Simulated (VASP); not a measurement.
Wanted: the native input for a VASP 6.6.1 run.

```yaml
Task: relaxation of cell and atoms
Functional: r2SCAN
Potentials_or_basis: VASP PAW PBE potentials, release 64 (Hf_pv, O)
Cutoff: 600 eV
k_mesh: 8 × 8 × 8
Occupations: gaussian, width 0.05 eV
Spin: no spin polarisation
Dipole_correction: no
Further_INCAR_settings: ALGO = Normal; EDIFF = 1e-06; IBRION = 2; EDIFFG = -0.01; NSW = 100; ISIF = 3
```

Crystal: HfO2.

```xyz
3
Lattice="0.6472 2.0762 2.5828 2.9685 0.0797 3.1502 2.7820 2.4572 0.2662" Properties=species:S:1:pos:R:3 pbc="T T T"
Hf   -0.0295   -0.0304    0.0052
O     1.6132    1.1505    1.4591
O     4.8141    3.4930    4.5349
```

These files were run (other wordings do the same):

POSCAR

```
HfO2
1.0
    0.6472086511      2.0761908625      2.5827649848
    2.9685173733      0.0797357762      3.1502378597
    2.7820370285      2.4571833926      0.2662161210
Hf O
1 2
Direct
    0.0007517460      0.0021533539     -0.0130872145
    0.2360484983      0.2476181199      0.2607373948
    0.7631997557      0.7502285262      0.7523498196
```

INCAR.step1

```
SYSTEM = HfO2
PREC = Accurate ; ENCUT = 600
ISMEAR = 0 ; SIGMA = 0.05
LREAL = .False. ; LASPH = .True.
NELM = 100 ; GGA = PE
ALGO = Normal ; EDIFF = 1E-4
LWAVE = .True. ; LCHARG = .False.
```

INCAR.step2

```
SYSTEM = HfO2
PREC = Accurate ; ENCUT = 600
EDIFF = 1E-6 ; ISMEAR = 0
SIGMA = 0.05 ; LREAL = .False.
LASPH = .True. ; NELM = 100
ALGO = Normal ; ISIF = 3
LWAVE = .False. ; LCHARG = .False.
METAGGA = R2SCAN ; LMIXTAU = .True.
IBRION = 2 ; NSW = 100
EDIFFG = -0.01 ; ISTART = 1
```

KPOINTS

```
regular mesh
0
Gamma
  8 8 8
  0 0 0
```

Potentials or basis: VASP PAW PBE potentials, release 64 (Hf_pv, O).

Command:

```sh
$ cat potpaw_PBE.64/Hf_pv/POTCAR potpaw_PBE.64/O/POTCAR > POTCAR
$ cp INCAR.step1 INCAR
$ mpirun -np 1 vasp_std > vasp.out
$ cp INCAR.step2 INCAR
$ mpirun -np 1 vasp_std > vasp.out
```

It gave:

```json
{
 "Relaxed volume": "10.58 Å³/atom",
 "Relaxed cell": "a = 3.533 Å, b = 3.575 Å, c = 3.579 Å, α = 59.96°, β = 59.64°, γ = 59.47°",
 "Space group after relaxing (to 0.1 Å)": "Fm-3m (No. 225)",
 "Pressure after relaxing": "0.0 GPa",
 "Largest force after relaxing": "0.004 eV/Å",
 "Band gap on the k mesh": "4.36 eV"
}
```

Caveat: a cell axis changed by over 15 % at a fixed basis, so the end point is rough; the PAW data sets were made with another functional, which shifts forces and pressure a little; spin-orbit coupling is left out, which moves the levels of the heavy elements.

Wall time 110 min on 1 thread of Intel(R) Xeon(R) 6975P-C (Granite Rapids) (shared host), peak memory 0.32 GiB.
